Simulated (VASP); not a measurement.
# PbS in VASP: notebook

Runs on PbS. Level: PBE. Tasks: single point.

Program: VASP 6.6.1. These are calculated values, not measurements. Logs are shortened: lines on timing, memory, paths and dates and some standing lists are left out, and cuts for length are marked.

## (1) The cell of the first run

The typed cell holds 4 atoms: a = 4.250 Å, b = 4.250 Å, c = 6.036 Å, α = 90.00°, β = 90.00°, γ = 90.00°.

## (2) Single point, PBE

INCAR reads:

```
SYSTEM = PbS
  ALGO = Normal
  EDIFF = 1E-7
  ENCUT = 520
  GGA = PE
  ISIF = 2
  ISMEAR = 0
  LASPH = .TRUE.
  LCHARG = .FALSE.
  LREAL = .FALSE.
  LWAVE = .FALSE.
  NBANDS = 28
  NELM = 80
  PREC = Accurate
  SIGMA = 0.1
```

KPOINTS reads:

```
k-points
0
G
  4 4 4
  0 0 0
```

POSCAR reads:

```
PbS
1.0
    3.0053675065     -3.0052741386      0.0000000000
    3.0053675065      3.0052741386      0.0000000000
    0.0000000000      0.0000000000      6.0360176300
Pb S
2 2
Direct
    0.2504158420      0.7495841580      0.2602768435
    0.7495841580      0.2504158420      0.7602768435
    0.7496368980      0.2503631020      0.2397339336
    0.2503631020      0.7496368980      0.7397339336
```

Potentials or basis: VASP PAW PBE potentials, release 64 (Pb_d, S).

Run with:

```console
$ cat potpaw_PBE.64/Pb_d/POTCAR potpaw_PBE.64/S/POTCAR > POTCAR
$ mpirun -np 1 vasp_std > vasp.out
```

OUTCAR:

```text
SYSTEM = PbS
   EDIFF = 1E-7
   ENCUT = 520
   GGA = PE
   ISIF = 2
   ISMEAR = 0
   LASPH = .TRUE.
   LREAL = .FALSE.
   NELM = 80
   PREC = Accurate

 ion  position               nearest neighbor table
   1  0.250  0.750  0.260-   4 2.89   3 3.00   3 3.01   3 3.01   3 3.01   4 3.14
   2  0.750  0.250  0.760-   3 2.89   4 3.00   4 3.01   4 3.01   4 3.01   3 3.14
   3  0.750  0.250  0.240-   2 2.89   1 3.00   1 3.01   1 3.01   1 3.01   2 3.14
   4  0.250  0.750  0.740-   1 2.89   2 3.00   2 3.01   2 3.01   2 3.01   1 3.14

  LATTYP: Found a base centered orthorhombic cell.
 ALAT       =     6.0105482772
 B/A-ratio  =     1.0000310680
 C/A-ratio  =     1.0042374425

  Lattice vectors:

 A1 = (  -3.0053675065,  -3.0052741386,   0.0000000000)
 A2 = (   3.0053675065,  -3.0052741386,   0.0000000000)
 A3 = (   0.0000000000,   0.0000000000,   6.0360176300)

Analysis of symmetry for initial positions (statically):
=====================================================================
 Subroutine PRICEL returns:
 Original cell was already a primitive cell.

 Routine SETGRP: Setting up the symmetry group for a
 base centered orthorhombic supercell.

 Subroutine GETGRP returns: Found  4 space group operations
 (whereof  2 operations were pure point group operations)
 out of a pool of  8 trial point group operations.

The static configuration has the point symmetry C_1h.
 The point group associated with its full space group is C_2v.

Analysis of symmetry for dynamics (positions and initial velocities):
=====================================================================
 Subroutine PRICEL returns:
 Original cell was already a primitive cell.

 Routine SETGRP: Setting up the symmetry group for a
 base centered orthorhombic supercell.

 Subroutine GETGRP returns: Found  4 space group operations
 (whereof  2 operations were pure point group operations)
 out of a pool of  8 trial point group operations.

The dynamic configuration has the point symmetry C_1h.
 The point group associated with its full space group is C_2v.

 Subroutine INISYM returns: Found  4 space group operations
 (whereof  2 operations are pure point group operations),
 and found     1 'primitive' translations

----------------------------------------------------------------------------------------

                                     Primitive cell

  volume of cell :     109.0341

  direct lattice vectors                    reciprocal lattice vectors
     3.005367506 -3.005274139  0.000000000     0.166369004 -0.166374173  0.000000000
     3.005367506  3.005274139  0.000000000     0.166369004  0.166374173  0.000000000
     0.000000000  0.000000000  6.036017630     0.000000000  0.000000000  0.165672147

  length of vectors
     4.250165467  4.250165467  6.036017630     0.235284957  0.235284957  0.165672147

  position of ions in fractional coordinates (direct lattice)
     0.250415842  0.749584158  0.260276844
     0.749584158  0.250415842  0.760276844
     0.749636898  0.250363102  0.239733934
     0.250363102  0.749636898  0.739733934

  ion indices of the primitive-cell ions
   primitive index   ion index
                 1           1
                 2           2
                 3           3
                 4           4

----------------------------------------------------------------------------------------

 KPOINTS: k-points

Automatic generation of k-mesh.
 Grid dimensions read from file:
 generate k-points for:    4    4    4

 Generating k-lattice:

  Cartesian coordinates                     Fractional coordinates (reciprocal lattice)
     0.041592251 -0.041593543  0.000000000     0.250000000  0.000000000  0.000000000
     0.041592251  0.041593543  0.000000000     0.000000000  0.250000000  0.000000000
     0.000000000  0.000000000  0.041418037     0.000000000  0.000000000  0.250000000

  Length of vectors
     0.058821239  0.058821239  0.041418037

  Shift w.r.t. Gamma in fractional coordinates (k-lattice)
     0.000000000  0.000000000  0.000000000

 Subroutine IBZKPT returns following result:
 ===========================================

 Found     21 irreducible k-points:

 Following reciprocal coordinates:
            Coordinates               Weight
  0.000000  0.000000  0.000000      1.000000
  0.250000  0.000000  0.000000      4.000000
  0.500000  0.000000  0.000000      2.000000
  0.250000  0.250000  0.000000      2.000000
  0.500000  0.250000  0.000000      4.000000
 -0.250000  0.250000  0.000000      2.000000
[... 13 lines left out ...]
 -0.250000  0.250000  0.500000      2.000000
  0.500000  0.500000  0.500000      1.000000
   k-points           NKPTS =     21   k-points in BZ     NKDIM =     21   number of bands    NBANDS=     28
   number of dos      NEDOS =    301   number of ions     NIONS =      4
   total plane-waves  NPLWV =  49152
   dimension x,y,z NGX =    32 NGY =   32 NGZ =   48
   dimension x,y,z NGXF=    64 NGYF=   64 NGZF=   96
   ions per type =               2   2
   NGX,Y,Z   is equivalent  to a cutoff of  12.52, 12.52, 13.22 a.u.
   NGXF,Y,Z  is equivalent  to a cutoff of  25.03, 25.03, 26.44 a.u.
 SYSTEM =  PbS
   PREC   = accura    normal or accurate (medium, high low for compatibility)
   ISTART =      0    job   : 0-new  1-cont  2-samecut
   ICHARG =      2    charge: 1-file 2-atom 10-const
   ISPIN  =      1    spin polarized calculation?
   LNONCOLLINEAR =      F non collinear calculations
   LSORBIT =      F    spin-orbit coupling
   LASPH  =      T    aspherical Exc in radial PAW
   ENCUT  =  520.0 eV  38.22 Ry    6.18 a.u.   7.90  7.90 11.22*2*pi/ulx,y,z
   NELM   =     80;   NELMIN=  2; NELMDL= -5     # of ELM steps
   EDIFF  = 0.1E-06   stopping-criterion for ELM
   LREAL  =      F    real-space projection
   EDIFFG = 0.1E-05   stopping-criterion for IOM
   NSW    =      0    number of steps for IOM
   IBRION =     -1    ionic relax: 0-MD 1-quasi-New 2-CG
   NFREE  =      0    steps in history (QN), initial steepest desc. (CG)
   ISIF   =      2    stress and relaxation
   ISYM   =      2    0-nonsym 1-usesym 2-fastsym
   POTIM  = 0.5000    time-step for ionic-motion
   TEBEG  =    0.0;   TEEND  =   0.0 temperature during run
   PSTRESS=    0.0 pullay stress
   NELECT =      40.0000    total number of electrons
   NUPDOWN=      -1.0000    fix difference up-down
   EMIN   =  10.00;   EMAX   =-10.00  energy-range for DOS
   EFERMI =   0.00;   METHOD = LEGACY
   ISMEAR =     0;   SIGMA  =   0.10  broadening in eV -4-tet -1-fermi 0-gaus
   EFERMI_NEDOS =   21; number of points for ismear=-14 and -15
   IALGO  =     38    algorithm
   IMIX   =      4    mixing-type and parameters
     AMIX     =   0.40;   BMIX     =  1.00
     AMIX_MAG =   1.60;   BMIX_MAG =  1.00
  volume/ion in A,a.u.               =      27.26       183.95
  Fermi-wavevector in a.u.,A,eV,Ry     =   1.171946  2.214656 18.687009  1.373456
  Thomas-Fermi vector in A             =   2.308382
   LORBIT       =      0    0 simple, 1 ext, 2 COOP (PROOUT), +10 PAW based schemes
   GGA     = PE    functional components
   LHFCALC =     F    Hartree Fock is set to
   AEXX    =    0.0000 exact exchange contribution
   IVDW    =     0    specifies the selected vdW correction
   LEPSILON=     F    determine dielectric tensor
   LRPA    =     F    only Hartree local field effects (RPA)
 non-spin polarized calculation
 Gauss-broadening in eV      SIGMA  =   0.10
  energy-cutoff  :      520.00
  volume of cell :      109.03
 maximum number of plane-waves:      2952
   NGX = 15   NGY = 15   NGZ = 23

 number of electron      40.0000014 magnetization

 Free energy of the ion-electron system (eV)
  ---------------------------------------------------
  ext. energy  EPLUGINS =         0.00000000
  ---------------------------------------------------
  free energy    TOTEN  =       -17.51039645 eV

  energy without entropy =      -17.51039612  energy(sigma->0) =      -17.51039629

 E-fermi :   5.4764     XC(G=0):  -9.4742

 val. band max:        5.1604133707   @ k =   0.5000   0.0000   0.5000
 cond. band min:       5.7924225332   @ k =   0.5000   0.0000   0.5000
 fundamental gap:      0.6320091625
 Fermi energy:         5.4764174580

 k-point     1 :       0.0000    0.0000    0.0000
  band No.  band energies     occupation
      1     -11.6015      2.00000
      2     -11.5160      2.00000
      3     -11.4952      2.00000
      4     -11.4928      2.00000
      5     -11.4928      2.00000
      6     -11.4785      2.00000
[... 20 lines left out ...]
     27      10.7956      0.00000
     28      12.0757      0.00000

 k-point     2 :       0.2500    0.0000    0.0000
  band No.  band energies     occupation
      1     -11.5697      2.00000
      2     -11.4969      2.00000
      3     -11.4940      2.00000
      4     -11.4902      2.00000
      5     -11.4867      2.00000
      6     -11.4840      2.00000
[... 20 lines left out ...]
     27      11.5301      0.00000
     28      12.2860      0.00000

 k-point     3 :       0.5000    0.0000    0.0000
  band No.  band energies     occupation
      1     -11.5190      2.00000
      2     -11.5183      2.00000
      3     -11.4906      2.00000
      4     -11.4906      2.00000
      5     -11.4806      2.00000
      6     -11.4805      2.00000
[... 20 lines left out ...]
     27      13.6443      0.00000
     28      13.6544      0.00000

 k-point     4 :       0.2500    0.2500    0.0000
  band No.  band energies     occupation
      1     -11.5659      2.00000
      2     -11.5245      2.00000
      3     -11.5034      2.00000
      4     -11.4804      2.00000
      5     -11.4795      2.00000
      6     -11.4749      2.00000
[... 485 lines left out ...]
     27      13.2605      0.00000
     28      13.2605      0.00000

 k-point    20 :      -0.2500    0.2500    0.5000
  band No.  band energies     occupation
      1     -11.5185      2.00000
      2     -11.5185      2.00000
      3     -11.4911      2.00000
      4     -11.4911      2.00000
      5     -11.4814      2.00000
      6     -11.4814      2.00000
[... 20 lines left out ...]
     27      13.5446      0.00000
     28      13.5446      0.00000

 k-point    21 :       0.5000    0.5000    0.5000
  band No.  band energies     occupation
      1     -11.5664      2.00000
      2     -11.5664      2.00000
      3     -11.4788      2.00000
      4     -11.4788      2.00000
      5     -11.4788      2.00000
      6     -11.4788      2.00000
[... 20 lines left out ...]
     27      13.3876      0.00000
     28      13.3878      0.00000

------------------------ aborting loop because EDIFF is reached ----------------------------------------

  FORCE on cell =-STRESS in cart. coord.  units (eV):
  Direction    XX          YY          ZZ          XY          YZ          ZX
  --------------------------------------------------------------------------------------
  -------------------------------------------------------------------------------------
  Total       -0.0501026     -0.0471064     -0.0312133      0.0000000      0.0000000      0.0000000
  in kB       -0.7362225     -0.6921942     -0.4586572      0.0000000      0.0000000      0.0000000
  external PRESSURE =      -0.6290247 kB  Pullay stress =       0.0000000 kB

 VOLUME and BASIS-vectors are now :
 -----------------------------------------------------------------------------
  energy-cutoff  :      520.00
  volume of cell :      109.03
      direct lattice vectors                 reciprocal lattice vectors
     3.005367506 -3.005274139  0.000000000     0.166369004 -0.166374173  0.000000000
     3.005367506  3.005274139  0.000000000     0.166369004  0.166374173  0.000000000
     0.000000000  0.000000000  6.036017630     0.000000000  0.000000000  0.165672147

 POSITION                                       TOTAL-FORCE (eV/Angst)
 -----------------------------------------------------------------------------------
      3.00537      1.50014      1.57104         0.000000      0.001621     -0.000558
      3.00537     -1.50014      4.58904         0.000000     -0.001621     -0.000558
      3.00537     -1.50045      1.44704         0.000000     -0.000848      0.000558
      3.00537      1.50045      4.46505         0.000000      0.000848      0.000558
 -----------------------------------------------------------------------------------
    total drift:                                0.000000     -0.000000      0.000021

  FREE ENERGIE OF THE ION-ELECTRON SYSTEM (eV)
  ---------------------------------------------------
  free  energy   TOTEN  =       -17.5103964490 eV

  energy  without entropy=      -17.5103961243  energy(sigma->0) =      -17.51039629
```

Wall time 65 s (1 thread of Intel Xeon 8259CL, shared host); peak memory 0.23 GiB.

Results:

```yaml
Free_energy: -17.5104 eV
Pressure: -0.1 GPa
Band_gap_on_the_k_mesh: 0.63 eV
```

Caveat: spin-orbit coupling is left out, which moves the levels of the heavy elements.

## (3) Single point, PBE

This run uses another cell than the first one: it holds 2 atoms, not 4.

INCAR reads:

```
SYSTEM = PbS
ALGO = Normal ; EDIFF = 1E-7
ENCUT = 520 ; GGA = PE
ISIF = 2 ; ISMEAR = 0
LASPH = .TRUE. ; LCHARG = .FALSE.
LREAL = .FALSE. ; LWAVE = .FALSE.
NBANDS = 17 ; NELM = 100
PREC = Accurate ; SIGMA = 0.02
```

KPOINTS reads:

```
k-points
0
G
  10 10 10
  0 0 0
```

POSCAR reads:

```
PbS
1.0
   -2.1249249151      2.1249249151      3.0052256439
    2.1249249151     -2.1249249151      3.0052256439
    2.1249249151      2.1249249151     -3.0052256439
Pb S
1 1
Direct
    0.5010137311      0.5010137311      0.0000000000
    0.9989970460      0.9989970460      0.0000000000
```

Potentials or basis: VASP PAW PBE potentials, release 64 (Pb_d, S).

Run with:

```console
$ cat potpaw_PBE.64/Pb_d/POTCAR potpaw_PBE.64/S/POTCAR > POTCAR
$ mpirun -np 1 vasp_std > vasp.out
```

Run time: 99 s. Hardware: 1 thread of Intel Xeon 8259CL, shared host; peak memory 0.24 GiB.

It converged, with:

```yaml
Free_energy: -8.7695 eV
Pressure: -0.1 GPa
Band_gap_on_the_k_mesh: 0.50 eV
```

Forces in eV/Å, atoms in the order of the input:
```
Pb   0.000  0.000 -0.002
S    0.000  0.000  0.002
```

Levels at points of the mesh, in eV from the valence-band top:
| k point | band 6 | band 7 | band 8 | band 9 | band 10 | band 11 | band 12 | band 13 | band 14 | band 15 |
| --- | --- | --- | --- | --- | --- | --- | --- | --- | --- | --- |
| (0.00, 0.00, 0.00) | -13.21 | -6.07 | -1.94 | -1.94 | -1.94 | 5.13 | 5.13 | 5.13 | 6.87 | 6.87 |
| (0.50, 0.00, 0.00) | -12.06 | -8.58 | -1.58 | -1.58 | 0.00 | 0.50 | 2.08 | 2.08 | 8.65 | 10.23 |
| (0.50, 0.50, 0.00) | -11.70 | -7.11 | -4.82 | -3.15 | -3.15 | 4.07 | 5.48 | 5.57 | 5.58 | 11.18 |
| (0.50, 0.50, 0.50) | -11.70 | -7.11 | -4.82 | -3.15 | -3.15 | 4.07 | 5.48 | 5.57 | 5.57 | 11.18 |

Caveat: spin-orbit coupling is left out, which moves the levels of the heavy elements. A k mesh can miss the band edges.

## (4) Single point, PBE

This run uses another cell than the first one: it holds 2 atoms, not 4.

INCAR reads:

```
  ALGO = Normal
  EDIFF = 1E-6
  ENCUT = 520
  GGA = PE
  ISIF = 2
  ISMEAR = 0
  LASPH = T
  LCHARG = T
  LELF = T
  LREAL = F
  LVHAR = T
  LWAVE = F
  NBANDS = 17
  NELM = 80
  PREC = Accurate
  SIGMA = 0.02
```

KPOINTS reads:

```
k-points
0
Gamma
  12 12 12
```

POSCAR is that of step 3.

Run with:

```console
$ cat potpaw_PBE.64/Pb_d/POTCAR potpaw_PBE.64/S/POTCAR > POTCAR
$ mpirun -np 1 vasp_std > vasp.out
```

It took 2.5 min on 1 thread of Intel Xeon 8259CL, shared host; peak memory 0.28 GiB.

Results (log left out):

| Property | Result |
| --- | --- |
| Free energy | -8.7694 eV |
| Pressure | -0.1 GPa |
| Band gap on the k mesh | 0.50 eV |

Forces in eV/Å, atoms in the order of the input:
```
Pb   0.000  0.000 -0.002
S    0.000  0.000  0.002
```

Levels at points of the mesh, in eV from the valence-band top:
```tsv
k point	band 6	band 7	band 8	band 9	band 10	band 11	band 12	band 13	band 14	band 15
(0.00, 0.00, 0.00)	-13.21	-6.07	-1.94	-1.94	-1.94	5.13	5.13	5.13	6.87	6.87
(0.50, 0.00, 0.00)	-12.06	-8.59	-1.58	-1.58	0.00	0.50	2.08	2.08	8.65	10.23
(0.50, 0.50, 0.00)	-11.70	-7.11	-4.82	-3.15	-3.15	4.07	5.48	5.57	5.58	11.18
(0.50, 0.50, 0.50)	-11.70	-7.11	-4.82	-3.15	-3.15	4.07	5.48	5.57	5.57	11.18
```

Caveat: spin-orbit coupling is left out, which moves the levels of the heavy elements. A k mesh can miss the band edges.

## (5) Overview

```csv
cell,k mesh,smearing,gap on the mesh (eV),pressure (GPa)
"a = 4.250, b = 4.250, c = 6.036 Å, 4 atoms, atomic positions A",4 × 4 × 4,gaussian 0.1 eV,0.63,-0.1
"a = 4.250 Å, angles 120.0, 120.0, 90.0°, 2 atoms, atomic positions B",10 × 10 × 10,gaussian 0.02 eV,0.50,-0.1
"a = 4.250 Å, angles 120.0, 120.0, 90.0°, 2 atoms, atomic positions B",12 × 12 × 12,gaussian 0.02 eV,0.50,-0.1
```

Alike in all rows: task single point; level PBE; potentials or basis VASP PAW PBE potentials, release 64 (Pb_d, S); no spin polarisation; cutoff (eV) 520.

Caveats: spin-orbit coupling is left out, which moves the levels of the heavy elements.

Total energies depend on the potentials used, so only differences within one code and one set of settings carry meaning.
